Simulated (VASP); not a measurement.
A run of VASP 6.6.1:

Contents of INCAR:

```
PREC = Accurate
ENCUT = 520
EDIFF = 1E-8
ISMEAR = -1
SIGMA = 0.05
LREAL = False
LASPH = True
NELM = 80
ALGO = Normal
ISIF = 2
LWAVE = False
LCHARG = False
GGA = PS
LEFG = True
NBANDS = 12
```

The input KPOINTS:

```
Automatic mesh
0
Gamma
  14 14 14
```

The input POSCAR:

```
Ti
1.0
   -1.6625945817      1.6625945817      1.6625945817
    1.6625945817     -1.6625945817      1.6625945817
    1.6625945817      1.6625945817     -1.6625945817
Ti
1
Direct
    0.0000000000      0.0000000000      0.0000000000
```

Potentials or basis: VASP PAW PBE potentials, release 64 (Ti_sv).

Command:

```sh
$ cat potpaw_PBE.64/Ti_sv/POTCAR > POTCAR
$ mpirun -np 1 vasp_std > vasp.out
```

Hardware: 1 thread of Intel(R) Xeon(R) 6975P-C (Granite Rapids), on a shared host.

Problem. Estimate the wall time of this run.

Solution. Run time: 8.6 s on 1 thread of Intel(R) Xeon(R) 6975P-C (Granite Rapids), with other jobs on the host, peak memory 0.15 GiB. Counts: scf iterations 16, k points 104.
